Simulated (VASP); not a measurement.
# Sn4O9 (a cell with a defect) in VASP: further runs

The runs below take Sn4O9 (a cell with a defect) through single point, with PBE.

All numbers are computed with VASP 6.6.1; they aren't measurements. Logs are shortened: lines on timing, memory, paths and dates and some standing lists are left out, and cuts for length are marked.

**1. The cell of the first run**

The cell holds a defect, 13 atoms: a = 5.813 Å, b = 5.813 Å, c = 5.813 Å, α = 108.08°, β = 108.08°, γ = 112.29°.

**2. Single point, PBE**

Contents of INCAR:

```
SYSTEM = Sn4O9
ALGO = Normal ; EDIFF = 1E-6
ENCUT = 1000 ; GGA = PE
GGA_COMPAT = .False. ; ISIF = 2
ISMEAR = 0 ; LASPH = .True.
LCHARG = .False. ; LREAL = .False.
LWAVE = .False. ; NBANDS = 67
NELM = 120 ; PREC = Accurate
SIGMA = 0.02
```

Contents of KPOINTS:

```
k-points
0
Gamma
  3 3 3
  0 0 0
```

Contents of POSCAR:

```
Sn4O9
1.0
    0.0000000000      4.8271903414     -3.2381522502
    0.0000000000     -4.8271903414     -3.2381522502
   -4.8271903414      0.0000000000      3.2381522502
Sn O
4 9
Direct
    0.2633414666      0.7500055163      0.5126240784
    0.7433317412      0.2500012878      0.4926379181
    0.0007369675      0.0061264380     -0.0129126874
    0.4816477067      0.4938678588     -0.0060960927
    0.5676687692      0.7499837263      0.8169505905
    0.0500589734      0.2499986757      0.7993707990
    0.8940745884      0.7798710951      0.2992363876
    0.4405567489      0.2499916510      0.1898520537
    0.4992629916      0.1962177631      0.6969948898
    0.0213312607      0.6887559471      0.7033660908
    0.5153075543      0.8112465787      0.3318584698
    0.0014576829      0.3037869670      0.3023491714
    0.0200705281      0.7201293120      0.1135449322
```

Potentials or basis: VASP PAW PBE potentials, release 64 (Sn_d, O_h).

On the command line:

```
$ cat potpaw_PBE.64/Sn_d/POTCAR potpaw_PBE.64/O_h/POTCAR > POTCAR
$ mpirun -np 1 vasp_std > vasp.out
```

OUTCAR:

```text
SYSTEM = Sn4O9
   EDIFF = 1E-6
   ENCUT = 1000
   GGA = PE
   ISIF = 2
   ISMEAR = 0
   LASPH = .True.
   LREAL = .False.
   NELM = 120
   PREC = Accurate

 ion  position               nearest neighbor table
   1  0.263  0.750  0.513-  11 2.04  10 2.04   5 2.08   9 2.10  12 2.10  13 2.22   7 2.22   2 3.24
                             2 3.24   3 3.67   4 3.67   4 3.73   3 3.73
   2  0.743  0.250  0.493-   8 2.07  11 2.08  10 2.08   6 2.09  12 2.11   9 2.11   1 3.24   1 3.24
                             4 3.74   3 3.74
   3  0.001  0.006  0.987-   6 2.03  13 2.04   5 2.06   8 2.07  12 2.09  10 2.13   7 2.64   4 3.11
                             4 3.36   1 3.67   1 3.73   2 3.74
   4  0.482  0.494  0.994-   6 2.03   7 2.04   5 2.06   8 2.07   9 2.09  11 2.13  13 2.64   3 3.11
                             3 3.36   1 3.67   1 3.73   2 3.74
   5  0.568  0.750  0.817-   3 2.06   4 2.06   1 2.08
   6  0.050  0.250  0.799-   3 2.03   4 2.03   2 2.09
   7  0.894  0.780  0.299-  13 1.51   4 2.04   1 2.22   3 2.64
   8  0.441  0.250  0.190-   2 2.07   3 2.07   4 2.07
   9  0.499  0.196  0.697-   4 2.09   1 2.10   2 2.11
  10  0.021  0.689  0.703-   1 2.04   2 2.08   3 2.13
  11  0.515  0.811  0.332-   1 2.04   2 2.08   4 2.13
  12  0.001  0.304  0.302-   3 2.09   1 2.10   2 2.11
  13  0.020  0.720  0.114-   7 1.51   3 2.04   1 2.22   4 2.64

  LATTYP: Found a body centered tetragonal cell.
 ALAT       =     6.8266780490
 C/A-ratio  =     0.9486758353

  Lattice vectors:

 A1 = (   0.0000000000,   4.8271903414,  -3.2381522502)
 A2 = (   0.0000000000,  -4.8271903414,  -3.2381522502)
 A3 = (  -4.8271903414,   0.0000000000,   3.2381522502)

Analysis of symmetry for initial positions (statically):
=====================================================================
 Subroutine PRICEL returns:
 Original cell was already a primitive cell.

 Routine SETGRP: Setting up the symmetry group for a
 body centered tetragonal supercell.

 Subroutine GETGRP returns: Found  1 space group operations
 (whereof  1 operations were pure point group operations)
 out of a pool of 16 trial point group operations.

The static configuration has the point symmetry C_1 .

Analysis of symmetry for dynamics (positions and initial velocities):
=====================================================================
 Subroutine PRICEL returns:
 Original cell was already a primitive cell.

 Routine SETGRP: Setting up the symmetry group for a
 body centered tetragonal supercell.

 Subroutine GETGRP returns: Found  1 space group operations
 (whereof  1 operations were pure point group operations)
 out of a pool of 16 trial point group operations.

The dynamic configuration has the point symmetry C_1 .

 Subroutine INISYM returns: Found  1 space group operations
 (whereof  1 operations are pure point group operations),
 and found     1 'primitive' translations

----------------------------------------------------------------------------------------

                                     Primitive cell

  volume of cell :     150.9093

  direct lattice vectors                    reciprocal lattice vectors
     0.000000000  4.827190341 -3.238152250    -0.103579922  0.103579922 -0.154409046
     0.000000000 -4.827190341 -3.238152250    -0.103579922 -0.103579922 -0.154409046
    -4.827190341  0.000000000  3.238152250    -0.207159844  0.000000000  0.000000000

  length of vectors
     5.812692714  5.812692714  5.812692714     0.212837389  0.212837389  0.207159844

  position of ions in fractional coordinates (direct lattice)
     0.263341467  0.750005516  0.512624078
     0.743331741  0.250001288  0.492637918
     0.000736968  0.006126438  0.987087313
     0.481647707  0.493867859  0.993903907
     0.567668769  0.749983726  0.816950590
     0.050058973  0.249998676  0.799370799
     0.894074588  0.779871095  0.299236388
     0.440556749  0.249991651  0.189852054
     0.499262992  0.196217763  0.696994890
     0.021331261  0.688755947  0.703366091
     0.515307554  0.811246579  0.331858470
     0.001457683  0.303786967  0.302349171
     0.020070528  0.720129312  0.113544932

  ion indices of the primitive-cell ions
   primitive index   ion index
                 1           1
                 2           2
                 3           3
                 4           4
                 5           5
                 6           6
                 7           7
                 8           8
                 9           9
                10          10
                11          11
                12          12
                13          13

----------------------------------------------------------------------------------------

 KPOINTS: k-points

Automatic generation of k-mesh.
 Grid dimensions read from file:
 generate k-points for:    3    3    3

 Generating k-lattice:

  Cartesian coordinates                     Fractional coordinates (reciprocal lattice)
[... 66 lines left out ...]
   IALGO  =     38    algorithm
   IMIX   =      4    mixing-type and parameters
     AMIX     =   0.40;   BMIX     =  1.00
     AMIX_MAG =   1.60;   BMIX_MAG =  1.00
  volume/ion in A,a.u.               =      11.61        78.34
  Fermi-wavevector in a.u.,A,eV,Ry     =   1.473331  2.784192 29.534228  2.170705
  Thomas-Fermi vector in A             =   2.588237
   LORBIT       =      0    0 simple, 1 ext, 2 COOP (PROOUT), +10 PAW based schemes
   GGA     = PE    functional components
   LHFCALC =     F    Hartree Fock is set to
   AEXX    =    0.0000 exact exchange contribution
   IVDW    =     0    specifies the selected vdW correction
   LEPSILON=     F    determine dielectric tensor
   LRPA    =     F    only Hartree local field effects (RPA)
 non-spin polarized calculation
 Gauss-broadening in eV      SIGMA  =   0.02
  energy-cutoff  :     1000.00
  volume of cell :      150.91
 maximum number of plane-waves:     10885
   NGX = 29   NGY = 29   NGZ = 29

 number of electron     109.9999999 magnetization

 Free energy of the ion-electron system (eV)
  ---------------------------------------------------
  ext. energy  EPLUGINS =         0.00000000
  ---------------------------------------------------
  free energy    TOTEN  =       -76.84501309 eV

  energy without entropy =      -76.84501309  energy(sigma->0) =      -76.84501309

 E-fermi :   6.8556     XC(G=0): -11.3052

 val. band max:        6.7517646855   @ k =  -0.3333   0.3333   0.3333
 cond. band min:       7.4445348097   @ k =   0.0000   0.0000   0.0000
 fundamental gap:      0.6927701242
 Fermi energy:         6.8555591985

 k-point     1 :       0.0000    0.0000    0.0000
  band No.  band energies     occupation
      1     -15.3561      2.00000
      2     -14.6296      2.00000
      3     -14.3729      2.00000
      4     -14.2224      2.00000
      5     -13.9757      2.00000
      6     -13.9558      2.00000
[... 59 lines left out ...]
     66      16.8760      0.00000
     67      16.9674      0.00000

 k-point     2 :       0.3333    0.0000   -0.0000
  band No.  band energies     occupation
      1     -15.3019      2.00000
      2     -14.5110      2.00000
      3     -14.3057      2.00000
      4     -14.2180      2.00000
      5     -14.0502      2.00000
      6     -13.9630      2.00000
[... 59 lines left out ...]
     66      16.0964      0.00000
     67      16.8584      0.00000

 k-point     3 :       0.3333    0.0000   -0.3333
  band No.  band energies     occupation
      1     -15.2897      2.00000
      2     -14.4618      2.00000
      3     -14.3900      2.00000
      4     -14.2852      2.00000
      5     -14.0830      2.00000
      6     -13.9990      2.00000
[... 759 lines left out ...]
     66      16.5088      0.00000
     67      16.9015      0.00000

 k-point    14 :      -0.3333   -0.3333    0.3333
  band No.  band energies     occupation
      1     -15.2760      2.00000
      2     -14.4082      2.00000
      3     -14.3294      2.00000
      4     -14.2456      2.00000
      5     -14.1815      2.00000
      6     -14.1284      2.00000
[... 59 lines left out ...]
     66      16.6201      0.00000
     67      16.8940      0.00000

------------------------ aborting loop because EDIFF is reached ----------------------------------------

  FORCE on cell =-STRESS in cart. coord.  units (eV):
  Direction    XX          YY          ZZ          XY          YZ          ZX
  --------------------------------------------------------------------------------------
  -------------------------------------------------------------------------------------
  Total        8.0446178      8.0466320     12.1669608     -3.4412392     -2.8989193     -2.8969250
  in kB       85.4082629     85.4296480    129.1744384    -36.5350188    -30.7773062    -30.7561325
  external PRESSURE =     100.0041164 kB  Pullay stress =       0.0000000 kB

 VOLUME and BASIS-vectors are now :
 -----------------------------------------------------------------------------
  energy-cutoff  :     1000.00
  volume of cell :      150.91
      direct lattice vectors                 reciprocal lattice vectors
     0.000000000  4.827190341 -3.238152250    -0.103579922  0.103579922 -0.154409046
     0.000000000 -4.827190341 -3.238152250    -0.103579922 -0.103579922 -0.154409046
    -4.827190341  0.000000000  3.238152250    -0.207159844  0.000000000  0.000000000

 POSITION                                       TOTAL-FORCE (eV/Angst)
 -----------------------------------------------------------------------------------
     -2.47453     -2.34922     -1.62142         0.007384     -0.008362      0.002080
     -2.37806      2.38140     -1.62133         0.005531     -0.005887     -0.000751
     -4.76486     -0.02602      3.17411        -0.000471     -0.007180     -0.006128
     -4.79776     -0.05899      0.05954         0.007629     -0.000097      0.006787
     -3.94358     -0.88007     -1.62135         0.001556     -0.001677     -0.000231
     -3.85872     -0.96515      1.61685         0.013313     -0.013359     -0.000321
     -1.44447      0.55128     -4.45152        -0.034572     -0.018734     -0.004371
     -0.91645      0.91989     -1.62133        -0.013492      0.013070      0.000062
     -3.36453      1.46286      0.00490        -0.007270     -0.009600     -0.001583
     -3.39528     -3.22179     -0.02176        -0.016177     -0.007196      0.004242
     -1.60194     -1.42855     -3.22098         0.006712      0.015954     -0.004388
     -1.45950     -1.45940     -0.00938         0.010682      0.008774      0.000809
     -0.54810     -3.37932     -2.02920         0.019176      0.034293      0.003794
 -----------------------------------------------------------------------------------
    total drift:                                0.000579      0.000419     -0.001037

  FREE ENERGIE OF THE ION-ELECTRON SYSTEM (eV)
  ---------------------------------------------------
  free  energy   TOTEN  =       -76.8450130858 eV

  energy  without entropy=      -76.8450130858  energy(sigma->0) =      -76.84501309
```

Run time: 6.1 min. Hardware: 1 thread of Intel Xeon Platinum 8488C (Sapphire Rapids), shared host; peak memory 0.62 GiB.

What came out:

```yaml
Free_energy: -76.8450 eV
Pressure: 10.0 GPa
Largest_force: 0.040 eV/Å
Band_gap_on_the_k_mesh: 0.69 eV
```

Forces in eV/Å, atoms in the order of the input:
```
Sn   0.007 -0.008  0.002
Sn   0.006 -0.006 -0.001
Sn   0.000 -0.007 -0.006
Sn   0.008  0.000  0.007
O    0.002 -0.002  0.000
O    0.013 -0.013  0.000
O   -0.035 -0.019 -0.004
O   -0.013  0.013  0.000
O   -0.007 -0.010 -0.002
O   -0.016 -0.007  0.004
O    0.007  0.016 -0.004
O    0.011  0.009  0.001
O    0.019  0.034  0.004
```

Levels at points of the mesh, in eV from the valence-band top:
| k point | band 52 | band 53 | band 54 | band 55 | band 56 | band 57 | band 58 | band 59 |
| --- | --- | --- | --- | --- | --- | --- | --- | --- |
| (0.00, 0.00, 0.00) | -1.06 | -0.86 | -0.55 | -0.53 | 0.69 | 4.09 | 4.21 | 4.77 |

Caveat: the k points lie up to 0.45 Å⁻¹ apart; spin-orbit coupling is left out, which moves the levels of the heavy elements.

**3. Single point, PBE**

Contents of INCAR:

```
SYSTEM = Sn4O9
PREC     = Accurate       ! precision mode
ENCUT    = 1000           ! plane-wave cutoff, eV
EDIFF    = 1E-6           ! SCF threshold, eV
ISMEAR   = 0              ! smearing method
SIGMA    = 0.02           ! smearing width, eV
LREAL    = .False.        ! projectors in reciprocal space
LASPH    = .True.         ! aspherical terms in the spheres
NELM     = 120            ! most SCF steps
ALGO     = Normal         ! electronic algorithm
ISIF     = 2              ! what is computed and relaxed
LWAVE    = .False.        ! write WAVECAR
LCHARG   = .True.         ! write CHGCAR
GGA      = PE             ! functional
LELF     = .True.         ! ELF
LVHAR    = .True.       
NBANDS   = 67             ! bands
GGA_COMPAT= .False.
```

Contents of KPOINTS:

```
regular mesh
0
Gamma
  3 3 3
  0 0 0
```

Contents of POSCAR:

```
Sn4O9
1.0
    0.0000000000      4.8271903414     -3.2381522502
    0.0000000000     -4.8271903414     -3.2381522502
   -4.8271903414      0.0000000000      3.2381522502
Sn O
4 9
Direct
    0.2608040299      0.7497592674      0.5103270900
    0.7519408246      0.2497830830      0.5014904797
    0.0044202425      0.0010853833     -0.0017117618
    0.4974121219      0.4984441922      0.0026315515
    0.5669400420      0.7497538400      0.8164610718
    0.0580247784      0.2497837385      0.8075848940
    0.9253363624      0.8369524435      0.3102131663
    0.4456896057      0.2497671471      0.1952282660
    0.4980138952      0.1899247388      0.6941217899
    0.0078494580      0.6907703223      0.6918668550
    0.5013900942      0.8087968661      0.3164248542
    0.0044409265      0.3096014641      0.3074305952
   -0.0264330686      0.6625428708      0.0877081636
```

Potentials or basis: VASP PAW PBE potentials, release 64 (Sn_d, O_h).

On the command line:

```
$ cat potpaw_PBE.64/Sn_d/POTCAR potpaw_PBE.64/O_h/POTCAR > POTCAR
$ mpirun -np 1 vasp_std > vasp.out
```

Wall time 5.7 min (1 thread of AMD EPYC 9R45 (Zen 5), shared host); peak memory 0.59 GiB.

It converged, with:

```
Free energy            : -76.5820 eV
Pressure               : 7.4 GPa
Largest force          : 0.599 eV/Å
Band gap on the k mesh : 0.34 eV
```

Forces on the atoms (eV/Å):
```
Sn   0.002 -0.002  0.000
Sn   0.019 -0.019  0.000
Sn   0.066 -0.011 -0.055
Sn   0.011 -0.067  0.055
O   -0.004  0.004  0.000
O    0.021 -0.021  0.000
O    0.000  0.030  0.598
O   -0.008  0.008  0.000
O   -0.063 -0.091 -0.021
O   -0.014  0.092  0.020
O   -0.092  0.014 -0.020
O    0.091  0.063  0.021
O   -0.031  0.000 -0.598
```

Stress tensor (GPa, compression positive):
```
 6.98 -2.44 -1.98
-2.44  6.99 -1.98
-1.98 -1.98  8.11
```

Levels at points of the mesh, in eV from the valence-band top:
```tsv
k point	band 51	band 52	band 53	band 54	band 55	band 56	band 57	band 58	band 59	band 60
(0.00, 0.00, 0.00)	-1.18	-1.09	-1.09	-0.75	-0.61	0.34	3.78	3.82	4.01	5.06
```

Caveat: the k points lie up to 0.45 Å⁻¹ apart; spin-orbit coupling is left out, which moves the levels of the heavy elements.

**4. Single point, PBE (with an interstitial atom, then relaxed in part)**

Contents of INCAR:

```
ALGO = Normal
EDIFF = 1E-6
ENCUT = 1000
GGA = PE
GGA_COMPAT = F
ISIF = 2
ISMEAR = 0
LASPH = T
LCHARG = T
LELF = T
LREAL = F
LVHAR = T
LWAVE = F
NBANDS = 67
NELM = 120
PREC = Accurate
SIGMA = 0.02
```

Contents of KPOINTS:

```
k-points
0
Gamma
  3 3 3
```

Contents of POSCAR:

```
Sn4O9
1.0
    0.0000000000      4.8271903414     -3.2381522502
    0.0000000000     -4.8271903414     -3.2381522502
   -4.8271903414      0.0000000000      3.2381522502
Sn O
4 9
Direct
    0.2729169300      0.7404491231      0.4946472583
    0.7529072280      0.2404448842      0.4746610922
    0.0103123885     -0.0034301156     -0.0308894803
    0.4912231255      0.4843114163     -0.0240729490
    0.5772442471      0.7404272978      0.7989737556
    0.0596344078      0.2404421510      0.7813940037
    0.9036499711      0.7703146499      0.2812595494
    0.4501321252      0.2404351133      0.1718751115
    0.5088384883      0.1866612967      0.6790181346
    0.0309066537      0.6791994754      0.6853892585
    0.5248830537      0.8016900948      0.3138815292
    0.0110331847      0.2942304722      0.2843722856
    0.0296459191      0.7105728114      0.0955681154
```

On the command line:

```
$ cat potpaw_PBE.64/Sn_d/POTCAR potpaw_PBE.64/O_h/POTCAR > POTCAR
$ mpirun -np 1 vasp_std > vasp.out
```

It took 11 min on 1 thread of AMD EPYC 7R13 (Zen 3), shared host; peak memory 0.61 GiB.

It converged, with:

```
Free energy            : -76.8450 eV
Pressure               : 10.0 GPa
Largest force          : 0.040 eV/Å
Band gap on the k mesh : 0.69 eV
```

Forces in eV/Å, atoms in the order of the input:
```
Sn   0.007 -0.008  0.002
Sn   0.006 -0.006 -0.001
Sn   0.000 -0.007 -0.006
Sn   0.008  0.000  0.007
O    0.002 -0.001  0.000
O    0.013 -0.013  0.000
O   -0.035 -0.019 -0.005
O   -0.013  0.013  0.000
O   -0.007 -0.009 -0.002
O   -0.016 -0.008  0.004
O    0.006  0.017 -0.005
O    0.011  0.009  0.001
O    0.019  0.034  0.004
```

Stress tensor (GPa, compression positive):
```
 8.54 -3.65 -3.08
-3.65  8.54 -3.08
-3.08 -3.08 12.92
```

Levels at points of the mesh, in eV from the valence-band top:
```tsv
k point	band 53	band 54	band 55	band 56	band 57	band 58
(0.00, 0.00, 0.00)	-0.86	-0.55	-0.53	0.69	4.09	4.21
```

Caveat: the k points lie up to 0.45 Å⁻¹ apart; the cell differs from its parent crystal (with an interstitial atom, then relaxed in part); spin-orbit coupling is left out, which moves the levels of the heavy elements.
